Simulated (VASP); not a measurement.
The system is CdSiN2.

```
Cd N Si
1.0
     3.06296    0.00000    0.00000
     0.00000    3.06296    0.00000
     0.00000    0.00000    5.13817
Cd N Si
1 2 1
Direct
  0.00000 0.00000 0.00000
  0.00000 0.50000 0.31981
  0.50000 0.00000 0.68019
  0.50000 0.50000 0.50000
```

* Program: VASP 6.6.1
* Task: relaxation of cell and atoms
* Functional: LDA
* Potentials or basis: VASP PAW LDA potentials, release 64 (Cd, N, Si)
* Cutoff: 600 eV
* k mesh: 8 × 8 × 4
* Occupations: fermi-dirac, width 0.02 eV
* Spin: no spin polarisation

At the start: pressure -8.9 GPa; volume 12.05 Å³/atom.

Q: Where does the relaxation end?

A: Over 9 steps the energy falls by 16.8 meV/atom and the volume is 11.48 Å³/atom (-4.7 %); space group P-4m2 (No. 115, to 0.05 Å).

Step by step:
| step | energy change (eV) | largest force (eV/Å) | pressure (GPa) | volume (Å³) |
| --- | --- | --- | --- | --- |
| 1 | 0.0000 | 0.0164 | -8.91 | 48.20 |
| 2 | 0.0137 | 0.3613 | 11.77 | 43.68 |
| 3 | -0.0658 | 0.1759 | -0.06 | 45.97 |
| 4 | -0.0658 | 0.1790 | 0.14 | 45.92 |
| 5 | -0.0671 | 0.0276 | 0.12 | 45.89 |
| 6 | -0.0671 | 0.0008 | 0.12 | 45.89 |
| 7 | -0.0671 | 0.0028 | 0.12 | 45.89 |
| 8 | -0.0671 | 0.0050 | -0.10 | 45.94 |
| 9 | -0.0671 | 0.0047 | -0.03 | 45.92 |

Final structure:
```yaml
crystal:
  lattice:
    - [3.01824, 0.00000, 0.00000]
    - [0.00000, 3.01824, 0.00000]
    - [0.00000, 0.00000, 5.04072]
  atoms:
    - { symbol: Cd, position: [0.00000, 0.00000, 0.00000] }
    - { symbol: N, position: [0.00000, 0.50000, 0.31839] }
    - { symbol: N, position: [0.50000, 0.00000, 0.68161] }
    - { symbol: Si, position: [0.50000, 0.50000, 0.50000] }
```
